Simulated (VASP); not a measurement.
Write the native input for VASP 6.6.1 that does the following.

| Property | Result |
| --- | --- |
| Task | single point |
| Functional | PBEsol |
| Potentials or basis | VASP PAW PBE potentials, release 64 (Si, Mo_sv) |
| Cutoff | 520 eV |
| k mesh | 12 × 12 × 6 |
| Occupations | gaussian, width 0.1 eV |
| Spin | no spin polarisation |
| Dipole correction | no |
| Further INCAR settings | ALGO = Normal; EDIFF = 1e-06; NBANDS = 31 |

The structure of Si2Mo lies in POSCAR:

```
Si2Mo
1.0
    3.0465170120      0.0000000000      0.0000000000
    0.0000000000      3.0465170120      0.0000000000
    0.0000000000      0.0000000000      7.9859417374
Si Mo
4 2
Direct
    0.0000000000      0.0000000000      0.3342709612
    0.5000000000      0.5000000000      0.1657290388
    0.5000000000      0.5000000000      0.8342709612
    0.0000000000      0.0000000000      0.6657290388
    0.0000000000      0.0000000000      0.0000000000
    0.5000000000      0.5000000000      0.5000000000
```

This cell differs from its parent crystal: biaxial strain in the a-b plane: -4.5 %, then relaxed in part.

The input as run:

INCAR

```
  PREC = Accurate
  ENCUT = 520
  EDIFF = 1E-6
  ISMEAR = 0
  SIGMA = 0.1
  LREAL = F
  LASPH = T
  NELM = 100
  ALGO = Normal
  ISIF = 2
  LWAVE = F
  LCHARG = F
  GGA = PS
  NBANDS = 31
```

KPOINTS

```
Automatic mesh
0
Gamma
  12 12 6
```

Potentials or basis: VASP PAW PBE potentials, release 64 (Si, Mo_sv).

Launch:

```sh
$ cat potpaw_PBE.64/Si/POTCAR potpaw_PBE.64/Mo_sv/POTCAR > POTCAR
$ mpirun -np 1 vasp_std > vasp.out
```

Results of the run:

```yaml
Pressure: 18.1 GPa
Largest_force: 0.012 eV/Å
Band_gap_on_the_k_mesh: zero (band 22 reaches 14.39 eV, above the bottom of band 23 at 13.29 eV)
```

Caveat: the cell differs from its parent crystal (biaxial strain in the a-b plane: -4.5 %, then relaxed in part); the PAW data sets were made with another functional, which shifts forces and pressure a little.

It took 110 s on 1 thread of AMD EPYC 9R45 96-Core Processor (Zen 5), with other jobs on the host, peak memory 0.29 GiB.
